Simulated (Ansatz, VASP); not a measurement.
## One calculation of ZnO, two programs

POSCAR

```
ZnO
1.0
    3.2353408661      0.0000000001      0.0000000000
   -1.6176704331      2.8018873799      0.0000000000
    0.0000000000      0.0000000000      5.1426883557
Zn O
2 2
Direct
    0.3333333333      0.6666666667     -0.0041254346
    0.6666666667      0.3333333333      0.4958745654
    0.3333333333      0.6666666667      0.3791254346
    0.6666666667      0.3333333333      0.8791254346
```

The input INCAR.step1:

```
SYSTEM = ZnO
ALGO = Normal
EDIFF = 1E-5
ENCUT = 910
GGA = PE
GGA_COMPAT = .False.
ISMEAR = 0
LASPH = .True.
LCHARG = .False.
LREAL = .False.
LWAVE = .True.
NBANDS = 26
NELM = 120
PREC = Accurate
SIGMA = 0.01
```

Contents of INCAR.step2:

```
SYSTEM = ZnO
ALGO = Normal
EDIFF = 1E-6
ENCUT = 910
GGA_COMPAT = .False.
ISIF = 2
ISMEAR = 0
ISTART = 1
LASPH = .True.
LCHARG = .False.
LMIXTAU = .True.
LREAL = .False.
LWAVE = .False.
METAGGA = R2SCAN
NBANDS = 26
NELM = 120
PREC = Accurate
SIGMA = 0.01
```

The input KPOINTS:

```
k-points
0
Gamma
  12 12 6
  0 0 0
```

Input for Ansatz:

```yaml
crystal:
  lattice:
    - [3.2353408661, 1.0e-10, 0.0]
    - [-1.6176704331, 2.8018873799, 0.0]
    - [0.0, 0.0, 5.1426883557]
  atoms:
    - { symbol: Zn, position: [0.3333333333, 0.6666666667, -0.0041254346] }
    - { symbol: Zn, position: [0.6666666667, 0.3333333333, 0.4958745654] }
    - { symbol: O, position: [0.3333333333, 0.6666666667, 0.3791254346] }
    - { symbol: O, position: [0.6666666667, 0.3333333333, 0.8791254346] }
kpoints:
  mp_grid: { grid: [12, 12, 6] }
  band_path:
    path:
      - [0.0, 0.0, 0.0]
      - [0.5, 0.0, 0.0]
      - [0.3333333333, 0.3333333333, 0.0]
      - [0.0, 0.0, 0.5]
      - [0.5, 0.0, 0.5]
      - [0.3333333333, 0.3333333333, 0.5]
    npoints: 1
hamiltonian:
  xc: r2scan
scf:
  occupations: { method: fixed }
  n_extra_bands: 5
output:
  forces: true
  stress: true
  eigenvalues: true
```

Change from the starting cell: uniaxial_z strain -1.3%.

Alike in both runs: task single point; functional r2SCAN; k mesh 12 × 12 × 6; no spin polarisation.

|  | VASP | Ansatz |
| --- | --- | --- |
| version | VASP 6.6.1 | Ansatz 0.2.0 |
| potentials or method | VASP PAW PBE potentials, release 64 (Zn, O_h) | plane waves, PAW |
| plane-wave cutoff (eV) | 910 | 500 |
| occupations | gaussian, width 0.01 eV | fixed |
| valence electrons in the cell | 36 | 36 |

```csv
,VASP,Ansatz,Ansatz less VASP
gap on the k mesh at the Fermi level (eV),1.27,1.27,+0.001
```

VASP's potentials were made for PBE, not for r2SCAN.

Noted on VASP's run: the cutoff is short for stress, so the pressure is rough.
